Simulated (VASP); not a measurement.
# Zr (Im-3m) in VASP: phonons with r2SCAN+D4

Aim: the phonons of Zr with r2SCAN+D4.

Everything below comes from runs of VASP 6.6.1. Logs are shortened: lines on timing, memory, paths and dates and some standing lists are left out, and cuts for length are marked.

## (1) The cell of the first run

Symmetry: Im-3m, No. 229, cubic system. The conventional cell has a = 3.620 Å, b = 3.620 Å, c = 3.620 Å, α = 90.00°, β = 90.00°, γ = 90.00°. Within 4.1 Å of Zr (site symmetry m-3m) lie 14 Zr at 3.14 to 3.62 Å.

This isn't the form of Zr at room conditions, which is hcp.

## (2) Phonons, r2SCAN+D4

File INCAR:

```
  PREC = Accurate
  ENCUT = 550
  EDIFF = 1E-8
  ISMEAR = -1
  SIGMA = 0.1
  LREAL = False
  LASPH = True
  NELM = 120
  ALGO = Normal
  ISIF = 2
  LWAVE = False
  LCHARG = False
  METAGGA = R2SCAN
  LMIXTAU = True
  IVDW = 13
  VDW_S6 = 1.0
  VDW_S8 = 0.6018749
  VDW_A1 = 0.51559235
  VDW_A2 = 5.77342911
  IBRION = 6
  NFREE = 2
  POTIM = 0.015
  NSW = 1
  GGA_COMPAT = False
```

File KPOINTS:

```
regular mesh
0
Gamma
  8 8 8
```

File POSCAR:

```
Zr
1.0
   -1.8100000000      1.8100000000      1.8100000000
    1.8100000000     -1.8100000000      1.8100000000
    1.8100000000      1.8100000000     -1.8100000000
Zr
1
Direct
    0.0000000000      0.0000000000      0.0000000000
```

Potentials or basis: VASP PAW PBE potentials, release 64 (Zr_sv).

On the command line:

```sh
cat potpaw_PBE.64/Zr_sv/POTCAR > POTCAR
mpirun -np 1 vasp_std > vasp.out
```

OUTCAR:

```text
PREC = Accurate
   ENCUT = 550
   EDIFF = 1E-8
   ISMEAR = -1
   LREAL = False
   LASPH = True
   NELM = 120
   ISIF = 2
   METAGGA = R2SCAN
   IVDW = 13
   IBRION = 6
   NFREE = 2
   POTIM = 0.015
   NSW = 1

 ion  position               nearest neighbor table
   1  0.000  0.000  0.000-

  LATTYP: Found a body centered cubic cell.
 ALAT       =     3.6200000000

  Lattice vectors:

 A1 = (  -1.8100000000,   1.8100000000,   1.8100000000)
 A2 = (   1.8100000000,  -1.8100000000,   1.8100000000)
 A3 = (   1.8100000000,   1.8100000000,  -1.8100000000)

Analysis of symmetry for initial positions (statically):
=====================================================================
 Subroutine PRICEL returns:
 Original cell was already a primitive cell.

 Routine SETGRP: Setting up the symmetry group for a
 body centered cubic supercell.

 Subroutine GETGRP returns: Found 48 space group operations
 (whereof 48 operations were pure point group operations)
 out of a pool of 48 trial point group operations.

The static configuration has the point symmetry O_h .

Analysis of symmetry for dynamics (positions and initial velocities):
=====================================================================
 Subroutine PRICEL returns:
 Original cell was already a primitive cell.

 Routine SETGRP: Setting up the symmetry group for a
 body centered cubic supercell.

 Subroutine GETGRP returns: Found 48 space group operations
 (whereof 48 operations were pure point group operations)
 out of a pool of 48 trial point group operations.

The dynamic configuration has the point symmetry O_h .

 Subroutine INISYM returns: Found 48 space group operations
 (whereof 48 operations are pure point group operations),
 and found     1 'primitive' translations

----------------------------------------------------------------------------------------

                                     Primitive cell

  volume of cell :      23.7190

  direct lattice vectors                    reciprocal lattice vectors
    -1.810000000  1.810000000  1.810000000     0.000000000  0.276243094  0.276243094
     1.810000000 -1.810000000  1.810000000     0.276243094  0.000000000  0.276243094
     1.810000000  1.810000000 -1.810000000     0.276243094  0.276243094  0.000000000

  length of vectors
     3.135011962  3.135011962  3.135011962     0.390666730  0.390666730  0.390666730

  position of ions in fractional coordinates (direct lattice)
     0.000000000  0.000000000  0.000000000

  ion indices of the primitive-cell ions
   primitive index   ion index
                 1           1

----------------------------------------------------------------------------------------

 KPOINTS: regular mesh

Automatic generation of k-mesh.
 Grid dimensions read from file:
 generate k-points for:    8    8    8

 Generating k-lattice:

  Cartesian coordinates                     Fractional coordinates (reciprocal lattice)
     0.000000000  0.034530387  0.034530387     0.125000000  0.000000000  0.000000000
     0.034530387  0.000000000  0.034530387     0.000000000  0.125000000  0.000000000
     0.034530387  0.034530387  0.000000000     0.000000000  0.000000000  0.125000000

  Length of vectors
     0.048833341  0.048833341  0.048833341

  Shift w.r.t. Gamma in fractional coordinates (k-lattice)
     0.000000000  0.000000000  0.000000000

 Subroutine IBZKPT returns following result:
 ===========================================

 Found     29 irreducible k-points:

 Following reciprocal coordinates:
            Coordinates               Weight
  0.000000  0.000000  0.000000      1.000000
  0.125000  0.000000  0.000000     12.000000
  0.250000  0.000000  0.000000     12.000000
  0.375000  0.000000  0.000000     12.000000
  0.500000  0.000000  0.000000      6.000000
  0.125000  0.125000  0.000000     24.000000
[... 16 lines left out ...]
 -0.250000  0.250000  0.250000      6.000000
 -0.375000  0.375000  0.250000     24.000000
 [... further k-points ...]
   k-points           NKPTS =     29   k-points in BZ     NKDIM =     29   number of bands    NBANDS=     10
   number of dos      NEDOS =    301   number of ions     NIONS =      1
   total plane-waves  NPLWV =  13824
   dimension x,y,z NGX =    24 NGY =   24 NGZ =   24
   dimension x,y,z NGXF=    48 NGYF=   48 NGZF=   48
   ions per type =               1
   NGX,Y,Z   is equivalent  to a cutoff of  12.73, 12.73, 12.73 a.u.
   NGXF,Y,Z  is equivalent  to a cutoff of  25.45, 25.45, 25.45 a.u.
 SYSTEM =  unknown system
   PREC   = accura    normal or accurate (medium, high low for compatibility)
   ISTART =      0    job   : 0-new  1-cont  2-samecut
   ICHARG =      2    charge: 1-file 2-atom 10-const
   ISPIN  =      1    spin polarized calculation?
   LNONCOLLINEAR =      F non collinear calculations
   LSORBIT =      F    spin-orbit coupling
   LASPH  =      T    aspherical Exc in radial PAW
   ENCUT  =  550.0 eV  40.42 Ry    6.36 a.u.   5.99  5.99  5.99*2*pi/ulx,y,z
   NELM   =    120;   NELMIN=  2; NELMDL= -5     # of ELM steps
   EDIFF  = 0.1E-07   stopping-criterion for ELM
   LREAL  =      F    real-space projection
   EDIFFG = 0.1E-06   stopping-criterion for IOM
   NSW    =     49    number of steps for IOM
   IBRION =      6    ionic relax: 0-MD 1-quasi-New 2-CG
   NFREE  =      2    steps in history (QN), initial steepest desc. (CG)
   ISIF   =      2    stress and relaxation
   ISYM   =      2    0-nonsym 1-usesym 2-fastsym
   POTIM  = 0.0150    time-step for ionic-motion
   TEBEG  =    0.0;   TEEND  =   0.0 temperature during run
   PSTRESS=    0.0 pullay stress
   NELECT =      12.0000    total number of electrons
   NUPDOWN=      -1.0000    fix difference up-down
   EMIN   =  10.00;   EMAX   =-10.00  energy-range for DOS
   EFERMI =   0.00;   METHOD = LEGACY
   ISMEAR =    -1;   SIGMA  =   0.10  broadening in eV -4-tet -1-fermi 0-gaus
   EFERMI_NEDOS =   21; number of points for ismear=-14 and -15
   IALGO  =     38    algorithm
   IMIX   =      4    mixing-type and parameters
     AMIX     =   0.40;   BMIX     =  1.00
     AMIX_MAG =   1.60;   BMIX_MAG =  1.00
  volume/ion in A,a.u.               =      23.72       160.06
  Fermi-wavevector in a.u.,A,eV,Ry     =   1.304478  2.465105 23.152520  1.701662
  Thomas-Fermi vector in A             =   2.435411
   LORBIT       =      0    0 simple, 1 ext, 2 COOP (PROOUT), +10 PAW based schemes
   METAGGA = R2SCAN    functional components
   LHFCALC =     F    Hartree Fock is set to
   AEXX    =    0.0000 exact exchange contribution
   IVDW    =    13    specifies the selected vdW correction
   LEPSILON=     F    determine dielectric tensor
   LRPA    =     F    only Hartree local field effects (RPA)
 finite differences with symmetry
 non-spin polarized calculation
  energy-cutoff  :      550.00
  volume of cell :       23.72
 maximum number of plane-waves:       706
   NGX = 11   NGY = 11   NGZ = 11

--------------------------------------- Ionic step        1  -------------------------------------------

 number of electron      12.0000000 magnetization

 Free energy of the ion-electron system (eV)
  ---------------------------------------------------
  ext. energy  EPLUGINS =         0.00000000
  ---------------------------------------------------
  free energy    TOTEN  =       -22.65616120 eV

  energy without entropy =      -22.59280216  energy(sigma->0) =      -22.62448168

------------------------ aborting loop because EDIFF is reached ----------------------------------------

  DFT-D4 for vdW energy calculation

  Edisp (eV):   -0.06364
[... 69 lines left out ...]
--------------------------------------- Ionic step        3  -------------------------------------------

 number of electron      12.0000000 magnetization

 Free energy of the ion-electron system (eV)
  ---------------------------------------------------
  ext. energy  EPLUGINS =         0.00000000
  ---------------------------------------------------
  free energy    TOTEN  =       -22.65616144 eV

  energy without entropy =      -22.59280238  energy(sigma->0) =      -22.62448191

 E-fermi :   8.5179     XC(G=0): -11.8722

 val. band max:        8.5171910162   @ k =  -0.3750   0.3750   0.1250
 cond. band min:       8.5439431846   @ k =   0.2500   0.2500   0.0000
 fundamental gap:      0.0267521685
 Fermi energy:         8.5179293749

 k-point     1 :       0.0000    0.0000    0.0000
  band No.  band energies     occupation
      1     -41.7222      2.00000
      2     -18.5463      2.00000
      3     -18.5463      2.00000
      4     -18.5463      2.00000
      5       2.8440      2.00000
      6       9.8290      0.00000
      7       9.8290      0.00000
      8       9.8290      0.00000
      9      12.3044      0.00000
     10      12.3044      0.00000
[... 287 lines left out ...]
 k-point    24 :      -0.3750    0.3750    0.2500
  band No.  band energies     occupation
      1     -41.5377      2.00000
      2     -19.2522      2.00000
      3     -18.9765      2.00000
      4     -18.8928      2.00000
      5       6.6950      2.00000
      6       7.3813      1.99998
      7      10.1309      0.00000
      8      10.7123      0.00000
      9      13.3190      0.00000
     10      13.8258      0.00000

 [... further k-points ...]

------------------------ aborting loop because EDIFF is reached ----------------------------------------

  DFT-D4 for vdW energy calculation

  Edisp (eV):   -0.06364
[... 24 lines left out ...]
  FREE ENERGIE OF THE ION-ELECTRON SYSTEM (eV)
  ---------------------------------------------------
  free  energy   TOTEN  =       -22.7198019702 eV

  energy  without entropy=      -22.6564429149  energy(sigma->0) =      -22.68812244

 INTERNAL STRAIN TENSORS FROM DISPLACED ATOMS
 ============================================

 INTERNAL STRAIN TENSOR FOR ION    1 for displacements in x,y,z  (eV/Angst):
          X           Y           Z          XY          YZ          ZX
  --------------------------------------------------------------------------------
  x     0.00000     0.00000     0.00000     0.00000     0.00000     0.00000
  y     0.00000     0.00000     0.00000     0.00000     0.00000     0.00000
  z     0.00000     0.00000     0.00000     0.00000     0.00000     0.00000

 Eigenvectors and eigenvalues of the dynamical matrix
 ----------------------------------------------------

   1 f  =    0.000000 THz     0.000000 2PiTHz    0.000000 cm-1     0.000000 meV
             X         Y         Z           dx          dy          dz
      0.000000  0.000000  0.000000     0.707107   -0.707107    0.000000

   2 f  =    0.000000 THz     0.000000 2PiTHz    0.000000 cm-1     0.000000 meV
             X         Y         Z           dx          dy          dz
      0.000000  0.000000  0.000000    -0.707107   -0.707107    0.000000

   3 f  =    0.000000 THz     0.000000 2PiTHz    0.000000 cm-1     0.000000 meV
             X         Y         Z           dx          dy          dz
      0.000000  0.000000  0.000000     0.000000    0.000000    1.000000

 ELASTIC MODULI CONTR FROM IONIC RELAXATION (kBar)
 Direction    XX          YY          ZZ          XY          YZ          ZX
 --------------------------------------------------------------------------------
 XX           0.0000      0.0000      0.0000      0.0000      0.0000      0.0000
 YY           0.0000      0.0000      0.0000      0.0000      0.0000      0.0000
 ZZ           0.0000      0.0000      0.0000      0.0000      0.0000      0.0000
 XY           0.0000      0.0000      0.0000      0.0000      0.0000      0.0000
 YZ           0.0000      0.0000      0.0000      0.0000      0.0000      0.0000
 ZX           0.0000      0.0000      0.0000      0.0000      0.0000      0.0000
 --------------------------------------------------------------------------------
```

Wall time 43 s (1 thread of Intel Xeon 6975P-C (Granite Rapids), shared host); peak memory 0.15 GiB.

What came out:

- Dispersion energy per atom: -0.064 eV

Caveat: the cell stands under pressure or tension, which shifts response properties.
